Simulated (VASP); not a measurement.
BaTe:

```
CELL_PARAMETERS angstrom
0.00000 3.91416 3.91416
3.91416 0.00000 3.91416
3.91416 3.91416 0.00000
ATOMIC_POSITIONS crystal
Ba 0.00000 0.00000 0.00000
Te 0.25000 0.25000 0.25000
```

Base run:

| Property | Result |
| --- | --- |
| Program | VASP 6.6.1 |
| Functional | r2SCAN |
| Potentials or basis | VASP PAW PBE potentials, release 64 (Ba_sv, Te) |
| Cutoff | 520 eV |
| k mesh | 4 × 4 × 4 |
| Occupations | gaussian, width 0.01 eV |
| Spin | no spin polarisation |

Its results: band gap on the k mesh 2.95 eV, indirect (least direct gap 3.19 eV); pressure 0.2 GPa.

After a change of settings the same cell gave: band gap on the k mesh 3.98 eV, indirect (least direct gap 4.41 eV); pressure 0.0 GPa. Which change was it?
A. functional from r2SCAN to PBE
B. functional from r2SCAN to PBE0
C. functional from r2SCAN to HSE06
D. functional from r2SCAN to PBE; k mesh from 4 × 4 × 4 to 6 × 6 × 6

B.

PBE0 gives the wider gap, since exact exchange removes part of the self-interaction.

Caveats: the PAW data sets were made with another functional, which shifts forces and pressure a little; spin-orbit coupling is left out, which moves the levels of the heavy elements.
